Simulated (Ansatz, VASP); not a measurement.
One calculation of TaS2, two programs

The input INCAR:

```
SYSTEM = TaS2
PREC = Accurate ; ENCUT = 400
EDIFF = 1E-6 ; ISMEAR = 0
SIGMA = 0.05 ; LREAL = .FALSE.
LASPH = .TRUE. ; NELM = 120
ALGO = Normal ; ISIF = 2
LWAVE = .FALSE. ; LCHARG = .FALSE.
LDIPOL = .TRUE. ; IDIPOL = 3
DIPOL = 0.5 0.5 0.500 ; GGA = PE
NBANDS = 18 ; GGA_COMPAT = .FALSE.
NELMDL = -8
```

File KPOINTS:

```
regular mesh
0
G
  12 12 1
  0 0 0
```

The input POSCAR:

```
TaS2
1.0
    3.3499999980      0.0000000000      0.0000000000
   -1.6749999990      2.9011851010      0.0000000000
    0.0000000000      0.0000000000     26.1752882000
S Ta
2 1
Direct
    0.6666666667      0.3333333333      0.4410198643
    0.3333333333      0.6666666667      0.5589801357
    0.0000000000      0.0000000000      0.5000000000
```

Input for Ansatz:

```yaml
crystal:
  lattice:
    - [3.349999998, 0.0, 0.0]
    - [-1.674999999, 2.901185101, 0.0]
    - [0.0, 0.0, 26.1752882]
  atoms:
    - { symbol: S, position: [0.6666666667, 0.3333333333, 0.4410198643] }
    - { symbol: Ta, position: [0.0, 0.0, 0.5] }
    - { symbol: S, position: [0.3333333333, 0.6666666667, 0.5589801357] }
  periodic: [true, true, false]
basis:
  ecutwfc: 420
kpoints:
  mp_grid: { grid: [12, 12, 1] }
  band_path:
    path:
      - [0.0, 0.0, 0.0]
      - [0.013852138, 0.0, 0.0]
      - [0.486147862, 0.0, 0.0]
      - [0.055555556, 0.0, 0.0]
      - [0.111111111, 0.0, 0.0]
      - [0.166666667, 0.0, 0.0]
      - [0.222222222, 0.0, 0.0]
      - [0.277777778, 0.0, 0.0]
      - [0.333333333, 0.0, 0.0]
      - [0.388888889, 0.0, 0.0]
      - [0.444444444, 0.0, 0.0]
      - [0.5, 0.0, 0.0]
      - [0.492002464, 0.015995072, 0.0]
      - [0.341330869, 0.317338262, 0.0]
      - [0.481481481, 0.037037037, 0.0]
      - [0.462962963, 0.074074074, 0.0]
      - [0.444444444, 0.111111111, 0.0]
      - [0.425925926, 0.148148148, 0.0]
      - [0.407407407, 0.185185185, 0.0]
      - [0.388888889, 0.222222222, 0.0]
      - [0.37037037, 0.259259259, 0.0]
      - [0.351851852, 0.296296296, 0.0]
      - [0.333333333, 0.333333333, 0.0]
      - [0.325335797, 0.325335797, 0.0]
      - [0.007997536, 0.007997536, 0.0]
      - [0.296296296, 0.296296296, 0.0]
      - [0.259259259, 0.259259259, 0.0]
      - [0.222222222, 0.222222222, 0.0]
      - [0.185185185, 0.185185185, 0.0]
      - [0.148148148, 0.148148148, 0.0]
      - [0.111111111, 0.111111111, 0.0]
      - [0.074074074, 0.074074074, 0.0]
      - [0.037037037, 0.037037037, 0.0]
    npoints: 1
scf:
  occupations: { method: gaussian, width: 0.05 }
  n_extra_bands: 6
hamiltonian:
  xc: pbe
  pseudopotentials: { kind: paw, azcp: { folder: soft_1 } }
output:
  eigenvalues: true
  forces: true
  stress: true
```

Alike in both runs: task single point; functional PBE; k mesh 12 × 12 × 1; occupations gaussian, width 0.05 eV; no spin polarisation.

```csv
,VASP,Ansatz
version,VASP 6.6.1,Ansatz 0.2.0
potentials or method,"VASP PAW PBE potentials, release 64 (S, Ta_pv), cutoff 400 eV","plane-wave PAW, scalar-relativistic"
valence electrons in the cell,23,25
```

Ansatz gave:

* rms of the force components (eV/Å): 0.001

**Question.** Estimate VASP's values.

**Answer.** rms of the force components (eV/Å): 0.006.

The functional is the same, so the differences come from potentials, cutoffs and numerics. VASP's potentials hold 23 valence electrons a cell and Ansatz's 25, so a difference there can come from the potentials and not from the codes. Ansatz's warnings: slab cell height set.

Spin-orbit coupling is off throughout.
